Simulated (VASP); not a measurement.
# PbSe (I4/mmm) in VASP: notebook

PbSe is run at these levels: PBE; tasks: single point.

Program: VASP 6.6.1. These are calculated values, not measurements. Logs are shortened: lines on timing, memory, paths and dates and some standing lists are left out, and cuts for length are marked.

## 1. The cell of the first run

Symmetry: I4/mmm, No. 139, tetragonal system. The conventional cell has a = 4.861 Å, b = 4.861 Å, c = 4.860 Å, α = 90.00°, β = 90.00°, γ = 90.00°. Within 3.2 Å of Pb (site symmetry 4/mmm) lie 2 Se at 2.43 Å. Se (site symmetry 4/mmm) has 2 Pb at 2.43 Å within 3.2 Å.

## 2. Single point, PBE

INCAR reads:

```
PREC = Accurate ; ENCUT = 520
EDIFF = 1E-7 ; ISMEAR = 0
SIGMA = 0.03 ; LREAL = False
LASPH = True ; NELM = 100
ALGO = Normal ; ISIF = 2
LWAVE = False ; LCHARG = False
GGA = PE ; NBANDS = 17
```

KPOINTS reads:

```
Automatic mesh
0
Gamma
  10 10 10
```

POSCAR reads:

```
PbSe
1.0
    0.0000000000      3.4373201948      2.4301853777
    3.4373201948      0.0000000000      2.4301853777
    3.4373201948      3.4373201948      0.0000000000
Pb Se
1 1
Direct
    0.0000000000      0.0000000000      0.0000000000
    0.5000000000      0.5000000000      0.5000000000
```

Potentials or basis: VASP PAW PBE potentials, release 64 (Pb_d, Se).

Command:

```bash
$ cat potpaw_PBE.64/Pb_d/POTCAR potpaw_PBE.64/Se/POTCAR > POTCAR
$ mpirun -np 1 vasp_std > vasp.out
```

OUTCAR:

```text
PREC = Accurate
   ENCUT = 520
   EDIFF = 1E-7
   ISMEAR = 0
   LREAL = False
   LASPH = True
   NELM = 100
   ISIF = 2
   GGA = PE

 ion  position               nearest neighbor table
   1  0.000  0.000  0.000-   2 2.43   2 2.43   2 3.44   2 3.44   2 3.44   2 3.44
   2  0.500  0.500  0.500-   1 2.43   1 2.43   1 3.44   1 3.44   1 3.44   1 3.44

  LATTYP: Found a body centered tetragonal cell.
 ALAT       =     4.8611048377
 C/A-ratio  =     0.9998489886

  Lattice vectors:

 A1 = (   0.0000000000,  -3.4373201948,  -2.4301853777)
 A2 = (   0.0000000000,   3.4373201948,  -2.4301853777)
 A3 = (   3.4373201948,   0.0000000000,   2.4301853777)

Analysis of symmetry for initial positions (statically):
=====================================================================
 Subroutine PRICEL returns:
 Original cell was already a primitive cell.

 Routine SETGRP: Setting up the symmetry group for a
 body centered tetragonal supercell.

 Subroutine GETGRP returns: Found 16 space group operations
 (whereof 16 operations were pure point group operations)
 out of a pool of 16 trial point group operations.

The static configuration has the point symmetry D_4h.

Analysis of symmetry for dynamics (positions and initial velocities):
=====================================================================
 Subroutine PRICEL returns:
 Original cell was already a primitive cell.

 Routine SETGRP: Setting up the symmetry group for a
 body centered tetragonal supercell.

 Subroutine GETGRP returns: Found 16 space group operations
 (whereof 16 operations were pure point group operations)
 out of a pool of 16 trial point group operations.

The dynamic configuration has the point symmetry D_4h.

 Subroutine INISYM returns: Found 16 space group operations
 (whereof 16 operations are pure point group operations),
 and found     1 'primitive' translations

----------------------------------------------------------------------------------------

                                     Primitive cell

  volume of cell :      57.4261

  direct lattice vectors                    reciprocal lattice vectors
     0.000000000  3.437320195  2.430185378    -0.145462154  0.145462154  0.205745621
     3.437320195  0.000000000  2.430185378     0.145462154 -0.145462154  0.205745621
     3.437320195  3.437320195  0.000000000     0.145462154  0.145462154 -0.205745621

  length of vectors
     4.209628379  4.209628379  4.861104838     0.290946279  0.290946279  0.290946279

  position of ions in fractional coordinates (direct lattice)
     0.000000000  0.000000000  0.000000000
     0.500000000  0.500000000  0.500000000

  ion indices of the primitive-cell ions
   primitive index   ion index
                 1           1
                 2           2

----------------------------------------------------------------------------------------

 KPOINTS: Automatic mesh

Automatic generation of k-mesh.
 Grid dimensions read from file:
 generate k-points for:   10   10   10

 Generating k-lattice:

  Cartesian coordinates                     Fractional coordinates (reciprocal lattice)
    -0.014546215  0.014546215  0.020574562     0.100000000  0.000000000  0.000000000
     0.014546215 -0.014546215  0.020574562     0.000000000  0.100000000  0.000000000
     0.014546215  0.014546215 -0.020574562     0.000000000  0.000000000  0.100000000

  Length of vectors
     0.029094628  0.029094628  0.029094628

  Shift w.r.t. Gamma in fractional coordinates (k-lattice)
     0.000000000  0.000000000  0.000000000

 Subroutine IBZKPT returns following result:
 ===========================================

 Found    102 irreducible k-points:

 Following reciprocal coordinates:
            Coordinates               Weight
  0.000000  0.000000  0.000000      1.000000
  0.100000  0.000000  0.000000      8.000000
  0.200000  0.000000  0.000000      8.000000
  0.300000  0.000000  0.000000      8.000000
  0.400000  0.000000  0.000000      8.000000
  0.500000  0.000000  0.000000      4.000000
[... 16 lines left out ...]
  0.300000  0.300000  0.000000      2.000000
  0.400000  0.300000  0.000000      8.000000
 [... further k-points ...]
   k-points           NKPTS =    102   k-points in BZ     NKDIM =    102   number of bands    NBANDS=     17
   number of dos      NEDOS =    301   number of ions     NIONS =      2
   total plane-waves  NPLWV =  36864
   dimension x,y,z NGX =    32 NGY =   32 NGZ =   36
   dimension x,y,z NGXF=    64 NGYF=   64 NGZF=   72
   ions per type =               1   1
   NGX,Y,Z   is equivalent  to a cutoff of  12.64, 12.64, 12.31 a.u.
   NGXF,Y,Z  is equivalent  to a cutoff of  25.27, 25.27, 24.62 a.u.
 SYSTEM =  unknown system
   PREC   = accura    normal or accurate (medium, high low for compatibility)
   ISTART =      0    job   : 0-new  1-cont  2-samecut
   ICHARG =      2    charge: 1-file 2-atom 10-const
   ISPIN  =      1    spin polarized calculation?
   LNONCOLLINEAR =      F non collinear calculations
   LSORBIT =      F    spin-orbit coupling
   LASPH  =      T    aspherical Exc in radial PAW
   ENCUT  =  520.0 eV  38.22 Ry    6.18 a.u.   7.83  7.83  9.04*2*pi/ulx,y,z
   NELM   =    100;   NELMIN=  2; NELMDL= -5     # of ELM steps
   EDIFF  = 0.1E-06   stopping-criterion for ELM
   LREAL  =      F    real-space projection
   EDIFFG = 0.1E-05   stopping-criterion for IOM
   NSW    =      0    number of steps for IOM
   IBRION =     -1    ionic relax: 0-MD 1-quasi-New 2-CG
   NFREE  =      0    steps in history (QN), initial steepest desc. (CG)
   ISIF   =      2    stress and relaxation
   ISYM   =      2    0-nonsym 1-usesym 2-fastsym
   POTIM  = 0.5000    time-step for ionic-motion
   TEBEG  =    0.0;   TEEND  =   0.0 temperature during run
   PSTRESS=    0.0 pullay stress
   NELECT =      20.0000    total number of electrons
   NUPDOWN=      -1.0000    fix difference up-down
   EMIN   =  10.00;   EMAX   =-10.00  energy-range for DOS
   EFERMI =   0.00;   METHOD = LEGACY
   ISMEAR =     0;   SIGMA  =   0.03  broadening in eV -4-tet -1-fermi 0-gaus
   EFERMI_NEDOS =   21; number of points for ismear=-14 and -15
   IALGO  =     38    algorithm
   IMIX   =      4    mixing-type and parameters
     AMIX     =   0.40;   BMIX     =  1.00
     AMIX_MAG =   1.60;   BMIX_MAG =  1.00
  volume/ion in A,a.u.               =      28.71       193.77
  Fermi-wavevector in a.u.,A,eV,Ry     =   1.151812  2.176610 18.050462  1.326672
  Thomas-Fermi vector in A             =   2.288467
   LORBIT       =      0    0 simple, 1 ext, 2 COOP (PROOUT), +10 PAW based schemes
   GGA     = PE    functional components
   LHFCALC =     F    Hartree Fock is set to
   AEXX    =    0.0000 exact exchange contribution
   IVDW    =     0    specifies the selected vdW correction
   LEPSILON=     F    determine dielectric tensor
   LRPA    =     F    only Hartree local field effects (RPA)
 non-spin polarized calculation
 Gauss-broadening in eV      SIGMA  =   0.03
  energy-cutoff  :      520.00
  volume of cell :       57.43
 maximum number of plane-waves:      1568
   NGX = 15   NGY = 15   NGZ = 17

 number of electron      19.9999999 magnetization

 Free energy of the ion-electron system (eV)
  ---------------------------------------------------
  ext. energy  EPLUGINS =         0.00000000
  ---------------------------------------------------
  free energy    TOTEN  =        -5.87221136 eV

  energy without entropy =       -5.87180452  energy(sigma->0) =       -5.87200794

 E-fermi :   6.0007     XC(G=0):  -9.4191

 val. band max:        5.9427913462   @ k =   0.4000   0.0000   0.0000
 cond. band min:       6.0010445437   @ k =   0.5000   0.2000   0.1000
 fundamental gap:      0.0582531974
 Fermi energy:         6.0007361968

 k-point     1 :       0.0000    0.0000    0.0000
  band No.  band energies     occupation
      1     -12.6724      2.00000
      2     -11.9812      2.00000
      3     -11.9812      2.00000
      4     -11.9154      2.00000
      5     -11.8790      2.00000
      6      -8.9803      2.00000
[... 9 lines left out ...]
     16      11.6419      0.00000
     17      13.5263      0.00000

 k-point     2 :       0.1000    0.0000    0.0000
  band No.  band energies     occupation
      1     -12.6447      2.00000
      2     -11.9805      2.00000
      3     -11.9804      2.00000
      4     -11.9130      2.00000
      5     -11.8799      2.00000
      6      -8.9441      2.00000
[... 9 lines left out ...]
     16      12.2454      0.00000
     17      12.8830      0.00000

 k-point     3 :       0.2000    0.0000    0.0000
  band No.  band energies     occupation
      1     -12.5716      2.00000
      2     -11.9803      2.00000
      3     -11.9789      2.00000
      4     -11.9047      2.00000
      5     -11.8823      2.00000
      6      -8.8374      2.00000
[... 9 lines left out ...]
     16      13.1519      0.00000
     17      13.6224      0.00000

 k-point     4 :       0.3000    0.0000    0.0000
  band No.  band energies     occupation
      1     -12.4800      2.00000
      2     -11.9832      2.00000
      3     -11.9775      2.00000
      4     -11.8914      2.00000
      5     -11.8849      2.00000
      6      -8.6738      2.00000
[... 9 lines left out ...]
     16      13.7599      0.00000
     17      14.9003      0.00000
[... 343 lines left out ...]
      1     -12.7035      2.00000
      2     -11.9645      2.00000
      3     -11.9617      2.00000
      4     -11.9014      2.00000
      5     -11.8848      2.00000
      6      -8.4800      2.00000
[... 9 lines left out ...]
     16      14.8356      0.00000
     17      15.5107      0.00000

 k-point    23 :       0.3000    0.3000    0.0000
  band No.  band energies     occupation
      1     -12.4412      2.00000
      2     -11.9605      2.00000
      3     -11.9605      2.00000
      4     -11.9009      2.00000
      5     -11.8796      2.00000
      6      -8.2364      2.00000
[... 9 lines left out ...]
     16      13.4022      0.00000
     17      18.0885      0.00000

 k-point    24 :       0.4000    0.3000    0.0000
  band No.  band energies     occupation
      1     -12.5466      2.00000
      2     -11.9505      2.00000
      3     -11.9497      2.00000
      4     -11.9044      2.00000
      5     -11.8718      2.00000
      6      -7.9153      2.00000
[... 9 lines left out ...]
     16      15.0442      0.00000
     17      17.5831      0.00000

 [... further k-points ...]
[... 5 lines left out ...]
  --------------------------------------------------------------------------------------
  -------------------------------------------------------------------------------------
  Total       -0.3921474     -0.3921474     19.4268341      0.0000000      0.0000000     -0.0000000
  in kB      -10.9408381    -10.9408381    542.0049277      0.0000000      0.0000000     -0.0000000
  external PRESSURE =     173.3744171 kB  Pullay stress =       0.0000000 kB

 VOLUME and BASIS-vectors are now :
 -----------------------------------------------------------------------------
  energy-cutoff  :      520.00
  volume of cell :       57.43
      direct lattice vectors                 reciprocal lattice vectors
     0.000000000  3.437320195  2.430185378    -0.145462154  0.145462154  0.205745621
     3.437320195  0.000000000  2.430185378     0.145462154 -0.145462154  0.205745621
     3.437320195  3.437320195  0.000000000     0.145462154  0.145462154 -0.205745621

 POSITION                                       TOTAL-FORCE (eV/Angst)
 -----------------------------------------------------------------------------------
      0.00000      0.00000      0.00000        -0.000000      0.000000     -0.000000
      3.43732      3.43732      2.43019         0.000000     -0.000000      0.000000
 -----------------------------------------------------------------------------------
    total drift:                                0.000000     -0.000000     -0.000000

  FREE ENERGIE OF THE ION-ELECTRON SYSTEM (eV)
  ---------------------------------------------------
  free  energy   TOTEN  =        -5.8722113560 eV

  energy  without entropy=       -5.8718045197  energy(sigma->0) =       -5.87200794
```

Wall time 36 s (1 thread of Intel Xeon 6975P-C (Granite Rapids), shared host); peak memory 0.25 GiB.

Results:

```
Free energy            : -5.8722 eV
Pressure               : 17.3 GPa
Band gap on the k mesh : zero (band 10 reaches 7.31 eV, above the bottom of band 11 at 5.72 eV)
```

Stress tensor (GPa, compression positive):
```
-1.09  0.00  0.00
 0.00 -1.09  0.00
 0.00  0.00 54.20
```

Levels at points of the mesh, in eV from the Fermi level:
| k point | band 7 | band 8 | band 9 | band 10 | band 11 | band 12 | band 13 | band 14 |
| --- | --- | --- | --- | --- | --- | --- | --- | --- |
| (0.00, 0.00, 0.00) | -6.30 | -5.70 | -2.59 | -2.59 | 2.13 | 2.13 | 4.15 | 5.62 |
| (0.50, 0.00, 0.00) | -10.60 | -3.02 | -3.00 | -1.10 | -0.20 | 1.68 | 3.43 | 6.97 |
| (0.50, 0.50, 0.00) | -7.67 | -6.98 | -5.12 | -5.12 | 1.99 | 4.11 | 4.11 | 6.91 |
| (0.50, 0.00, 0.50) | -6.94 | -6.29 | -6.16 | -2.68 | 1.92 | 3.86 | 4.00 | 6.63 |

Caveat: spin-orbit coupling is left out, which moves the levels of the heavy elements.

## 3. Single point, PBE

This run uses another cell than the first one, of the same volume but with other edges.

INCAR reads:

```
SYSTEM = PbSe
PREC     = Accurate       ! precision mode
ENCUT    = 520            ! plane-wave cutoff, eV
EDIFF    = 1E-7           ! SCF threshold, eV
ISMEAR   = 0              ! smearing method
SIGMA    = 0.03           ! smearing width, eV
LREAL    = .False.        ! projectors in reciprocal space
LASPH    = .True.         ! aspherical terms in the spheres
NELM     = 80             ! most SCF steps
ALGO     = Normal         ! electronic algorithm
ISIF     = 2              ! what is computed and relaxed
LWAVE    = .False.        ! write WAVECAR
LCHARG   = .False.        ! write CHGCAR
GGA      = PE             ! functional
NBANDS   = 17             ! bands
```

KPOINTS reads:

```
regular mesh
0
Gamma
  10 10 10
  0 0 0
```

POSCAR reads:

```
PbSe
1.0
    0.0000000000      2.7282028466      3.8576788251
    2.7282028466      0.0000000000      3.8576788251
    2.7282028466      2.7282028466      0.0000000000
Pb Se
1 1
Direct
    0.0000000000      0.0000000000      0.0000000000
    0.5000000000      0.5000000000      0.5000000000
```

Potentials or basis: VASP PAW PBE potentials, release 64 (Pb_d, Se).

Command:

```bash
$ cat potpaw_PBE.64/Pb_d/POTCAR potpaw_PBE.64/Se/POTCAR > POTCAR
$ mpirun -np 1 vasp_std > vasp.out
```

It took 40 s on 1 thread of Intel Xeon 6975P-C (Granite Rapids), shared host; peak memory 0.25 GiB.

Results (log left out):

```
Free energy            : -6.8805 eV
Pressure               : 16.0 GPa
Band gap on the k mesh : zero (band 10 reaches 6.22 eV, above the bottom of band 11 at 5.37 eV)
```

Stress tensor (GPa, compression positive):
```
25.55  0.00  0.00
 0.00 25.55  0.00
 0.00  0.00 -3.18
```

Levels at points of the mesh, in eV from the Fermi level:
```tsv
k point	band 7	band 8	band 9	band 10	band 11	band 12	band 13	band 14
(0.00, 0.00, 0.00)	-5.89	-3.28	-3.28	-2.51	2.50	3.56	5.20	7.19
(0.50, 0.00, 0.00)	-9.84	-2.49	-1.46	-0.43	0.97	1.42	2.20	7.44
(0.50, 0.50, 0.00)	-6.10	-5.23	-3.58	-3.58	3.66	4.19	7.06	7.06
(0.50, 0.00, 0.50)	-7.93	-6.12	-5.68	-2.50	2.16	3.35	6.74	7.75
```

Caveat: spin-orbit coupling is left out, which moves the levels of the heavy elements.

## 4. Single point, PBE

This run uses another cell than the first one, of the same volume but with other edges.

INCAR reads:

```
SYSTEM = PbSe
PREC     = Accurate       ! precision mode
ENCUT    = 520            ! plane-wave cutoff, eV
EDIFF    = 1E-6           ! SCF threshold, eV
ISMEAR   = 0              ! smearing method
SIGMA    = 0.03           ! smearing width, eV
LREAL    = .FALSE.        ! projectors in reciprocal space
LASPH    = .TRUE.         ! aspherical terms in the spheres
NELM     = 80             ! most SCF steps
ALGO     = Normal         ! electronic algorithm
ISIF     = 2              ! what is computed and relaxed
LWAVE    = .FALSE.        ! write WAVECAR
LCHARG   = .FALSE.        ! write CHGCAR
GGA      = PE             ! functional
NBANDS   = 17             ! bands
```

KPOINTS reads:

```
Automatic mesh
0
G
  10 10 10
  0 0 0
```

POSCAR reads:

```
PbSe
1.0
    0.0000000000      3.2326112919      2.7477195981
    3.2326112919      0.0000000000      2.7477195981
    3.2326112919      3.2326112919      0.0000000000
Pb Se
1 1
Direct
    0.0000000000      0.0000000000      0.0000000000
    0.5000000000      0.5000000000      0.5000000000
```

Command:

```bash
$ cat potpaw_PBE.64/Pb_d/POTCAR potpaw_PBE.64/Se/POTCAR > POTCAR
$ mpirun -np 1 vasp_std > vasp.out
```

Run time: 35 s. Hardware: 1 thread of Intel Xeon 6975P-C (Granite Rapids), shared host; peak memory 0.25 GiB.

Results (log left out):

| Quantity | Value |
| --- | --- |
| Free energy | -7.6886 eV |
| Pressure | 6.7 GPa |
| Band gap on the k mesh | 0.19 eV, direct |

Stress tensor (GPa, compression positive):
```
-2.54  0.00  0.00
 0.00 -2.54  0.00
 0.00  0.00 25.06
```

Levels at points of the mesh, in eV from the valence-band top:
```tsv
k point	band 8	band 9	band 10	band 11	band 12	band 13
(0.00, 0.00, 0.00)	-3.44	-1.89	-1.89	3.16	3.16	5.92
(0.50, 0.00, 0.00)	-2.10	-1.98	-0.28	0.23	0.80	2.11
(0.50, 0.50, 0.00)	-5.70	-3.97	-3.97	2.86	4.76	4.76
(0.50, 0.00, 0.50)	-5.40	-4.48	-2.72	3.61	3.62	5.02
```

Caveat: spin-orbit coupling is left out, which moves the levels of the heavy elements. A k mesh can miss the band edges.

## 5. Summary

```tsv
cell	gap on the mesh (eV)	pressure (GPa)
a = 4.210, b = 4.210, c = 4.861 Å, angles 54.7, 54.7, 70.5°, 2 atoms	none	17.3
a = 4.725, b = 4.725, c = 3.858 Å, angles 65.9, 65.9, 48.2°, 2 atoms	none	16.0
a = 4.243, b = 4.243, c = 4.572 Å, angles 57.4, 57.4, 65.2°, 2 atoms	0.19	6.7
```

Alike in all rows: task single point; level PBE; potentials or basis VASP PAW PBE potentials, release 64 (Pb_d, Se); no spin polarisation; k mesh 10 × 10 × 10; cutoff (eV) 520; smearing gaussian 0.03 eV.

Caveats: spin-orbit coupling is left out, which moves the levels of the heavy elements.

Absolute energies hang on the potentials; compare differences alone.
